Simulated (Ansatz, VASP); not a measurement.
# ScTl: VASP beside Ansatz

```xyz
2
Lattice="0.0000 2.9879 2.9879 2.9879 0.0000 2.9879 2.9879 2.9879 0.0000" Properties=species:S:1:pos:R:3 pbc="T T T"
Sc    0.0000    0.0000    0.0000
Tl    2.9879    2.9879    2.9879
```

Change from the starting cell: species swapped into the CaTe type (Fm-3m, No. 225).

Alike in both runs: functional PBE; k mesh 16 × 16 × 16; occupations gaussian, width 0.1 eV; collinear spin.

Ansatz relaxed the structure, and its values are those at the end. VASP's run is a single point on that final structure, the one shown.

|  | VASP | Ansatz |
| --- | --- | --- |
| version | VASP 6.6.1 | Ansatz 0.2.0 |
| potentials or method | VASP PAW PBE potentials, release 64 (Sc_sv, Tl_d), cutoff 500 eV | scalar-relativistic, plane waves, PAW |
| valence electrons in the cell | 24 | 24 |

|  | VASP | Ansatz | Ansatz less VASP |
| --- | --- | --- | --- |
| gap on the k mesh at the Fermi level (eV) | none | none | - |
| pressure (GPa) | 0.0 | 0.0 | -0.01 |
| net moment per atom (μB) | 0.23 | 0.24 | +0.002 |
| size of the moment on the site where the two differ most (μB) | 0.07 | 0.06 | -0.005 |

Site moments also hang on the region over which each program counts them. A gap of «none» marks a metal or a gap that the smearing closes.

Neither program's run includes spin-orbit coupling.
